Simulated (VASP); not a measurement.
# TaN: single point with PBE

TaN:

```
CELL_PARAMETERS angstrom
3.15189 0.00000 0.00000
-1.57595 2.72962 0.00000
0.00000 0.00000 6.10500
ATOMIC_POSITIONS crystal
Ta 0.33333 0.66667 0.03055
Ta 0.66667 0.33333 0.53055
N 0.33333 0.66667 0.35445
N 0.66667 0.33333 0.85445
```

```json
{
  "Program": "VASP 6.6.1",
  "Task": "single point",
  "Functional": "PBE",
  "Potentials or basis": "VASP PAW PBE potentials, release 64 (Ta_pv, N)",
  "Cutoff": "520 eV",
  "k mesh": "18 × 18 × 8",
  "Occupations": "gaussian, width 0.1 eV",
  "Spin": "no spin polarisation"
}
```

```yaml
Pressure: 0.5 GPa
Largest_force: 0.024 eV/Å
Band_gap_on_the_k_mesh: zero (band 16 reaches 6.64 eV, above the bottom of band 17 at 6.21 eV)
```

Forces on the atoms (eV/Å):
```
Ta   0.000  0.000 -0.024
Ta   0.000  0.000 -0.024
N    0.000  0.000  0.024
N    0.000  0.000  0.024
```

Stress tensor (GPa, compression positive):
```
0.35 0.00 0.00
0.00 0.35 0.00
0.00 0.00 0.87
```

Levels at points of the mesh, in eV from the Fermi level:
| k point | band 14 | band 15 | band 16 | band 17 | band 18 | band 19 |
| --- | --- | --- | --- | --- | --- | --- |
| (0.00, 0.00, 0.00) | -4.47 | -0.85 | -0.70 | 0.14 | 0.14 | 2.17 |
| (0.50, 0.00, 0.00) | -3.66 | -2.28 | -0.51 | 1.16 | 2.15 | 2.63 |
| (0.00, 0.00, 0.50) | -4.95 | 0.19 | 0.19 | 0.96 | 0.96 | 0.96 |
| (0.50, 0.00, 0.50) | -4.75 | -0.93 | -0.93 | 1.47 | 1.47 | 3.26 |

It took 4.7 min on 1 thread of AMD EPYC 7R13 (shared host), peak memory 0.29 GiB.

Caveat: spin-orbit coupling is left out, which moves the levels of the heavy elements.
